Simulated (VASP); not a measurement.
Wanted: the native input for a VASP 6.6.1 run.

```yaml
Task: single point
Functional: PBE
Potentials_or_basis: VASP PAW PBE potentials, release 64 (N_h, C_h, H_h)
Cutoff: 1000 eV
k_mesh: 1 × 1 × 1
Occupations: fermi-dirac, width 0.05 eV
Spin: no spin polarisation
Dipole_correction: no
Further_INCAR_settings: LREAL = Auto; ALGO = Normal; EDIFF = 1e-06; NBANDS = 84
```

The structure of H9C6N5 lies in POSCAR:

```
H9C6N5
1.0
    8.6087530000      0.0000000000      0.0000000000
    0.0000000000      8.6087530000      0.0000000000
    0.0000000000      0.0000000000      8.6087530000
N C H
10 12 18
Direct
    0.3259368352      1.0027150123     -0.0902858872
    0.2231239986      0.9598324068     -0.0268260258
    0.4596011940      0.5201279691      0.0350154598
    0.4368650596      0.6394424923      0.0756722566
    0.6859062559      0.8045137568      0.3158294375
    0.7696493414      0.3226550732      0.3922948381
    1.1083079527      0.6100414711      1.2295786872
   -0.0277465919      0.8405223545      0.6502870317
    0.9437688690      0.2406164719      0.9462349292
    0.3653670029      0.2516578221      0.5517579775
    0.6068085841      0.6533548829      0.5663691890
    0.6515932640      0.7370474402      0.4273863600
    0.5854088003      0.1645650334      0.2108413116
    0.6873998427      0.2533324792      0.3106315126
    0.8921950965      0.6531273310      1.0207966483
    1.0120984451      0.6281422744      1.1365238290
    0.0862992352      0.9765264908      0.4041456054
    0.0226252460      0.9019748824      0.5410936170
    0.7105116868      0.1974361848      0.7567002240
    0.8398872423      0.2205299855      0.8621600107
    0.1683869682      0.4545059576      0.6619658498
    0.2777932861      0.3420277706      0.6007745941
    0.6059516361      0.5282283469      0.5419082985
    0.6911502238      0.6777295134      0.6588928698
    0.4906550089      0.6907496843      0.6035844908
    0.4712365353      0.2208070313      0.2038967444
    0.6364440478      0.1557101801      0.0942011250
    0.5732718462      0.0463247039      0.2575486271
    0.8341438398      0.7645079138      1.0439130404
    0.9423752680      0.6566346710      0.9033310102
    0.8054836381      0.5596149492      1.0282367852
    0.1118455054      0.8874594318      0.3165053204
    0.0022770361      1.0595562535      0.3561069315
    0.1931030922      1.0394376763      0.4345064037
    0.6086797726      0.2624661128      0.7967166526
    0.7413739642      0.2383555654      0.6395667398
    0.6799600006      0.0738352521      0.7500429012
    0.2170934326      0.5116445574      0.7651443035
    0.1404473359      0.5419086064      0.5733240303
    0.0612454016      0.3951257077      0.6970482691
```

One way to write it, as run:

INCAR

```
SYSTEM = H9C6N5
PREC = Accurate
ENCUT = 1000
EDIFF = 1E-6
ISMEAR = -1
SIGMA = 0.05
LREAL = Auto
LASPH = .TRUE.
NELM = 120
ALGO = Normal
ISIF = 2
LWAVE = .FALSE.
LCHARG = .FALSE.
GGA = PE
NBANDS = 84
GGA_COMPAT = .FALSE.
```

KPOINTS

```
Automatic mesh
0
G
  1 1 1
  0 0 0
```

Potentials or basis: VASP PAW PBE potentials, release 64 (N_h, C_h, H_h).

Command:

```console
$ cat potpaw_PBE.64/N_h/POTCAR potpaw_PBE.64/C_h/POTCAR potpaw_PBE.64/H_h/POTCAR > POTCAR
$ mpirun -np 1 vasp_gam > vasp.out
```

It gave:

- Pressure: 0.1 GPa
- Largest force: 0.174 eV/Å
- Band gap on the k mesh: 5.66 eV

Caveat: the k points lie up to 0.73 Å⁻¹ apart.

It took 4 min on 1 thread of Intel(R) Xeon(R) Platinum 8375C CPU @ 2.90GHz (Ice Lake), with other jobs on the host, peak memory 1.2 GiB.
